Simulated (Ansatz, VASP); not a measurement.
# One calculation of Sn3PbO4, two programs

```
CELL_PARAMETERS angstrom
3.90617 0.00000 0.00000
0.00000 3.90617 0.00000
0.00000 0.00000 10.40256
ATOMIC_POSITIONS crystal
Sn 0.50000 0.50000 0.62057
Sn 0.00000 0.00000 0.39982
Sn 0.00000 0.00000 0.88122
Pb 0.50000 0.50000 0.11092
O 0.50000 0.00000 0.98726
O 0.50000 0.00000 0.50647
O 0.00000 0.50000 0.98726
O 0.00000 0.50000 0.50647
```

Alike in both runs: functional PBE; k mesh 8 × 8 × 4; occupations gaussian, width 0.02 eV; no spin polarisation.

Ansatz relaxed the structure, and its values are those at the end. VASP's run is a single point on that final structure, the one shown.

|  | VASP | Ansatz |
| --- | --- | --- |
| version | VASP 6.6.1 | Ansatz 0.2.0 |
| potentials or method | VASP PAW PBE potentials, release 64 (Sn_d, Pb_d, O), cutoff 520 eV | scalar-relativistic, plane waves, PAW |
| valence electrons in the cell | 80 | 80 |

|  | VASP | Ansatz | Ansatz less VASP |
| --- | --- | --- | --- |
| gap on the k mesh at the Fermi level (eV) | 0.82 | 0.82 | -0.004 |
| least direct gap on the mesh (eV) | 1.66 | 1.70 | +0.034 |
| pressure (GPa) | 0.2 | 0.0 | -0.15 |
| rms of the force components (eV/Å) | 0.029 | 0.001 | -0.0277 |

Neither program's run includes spin-orbit coupling.
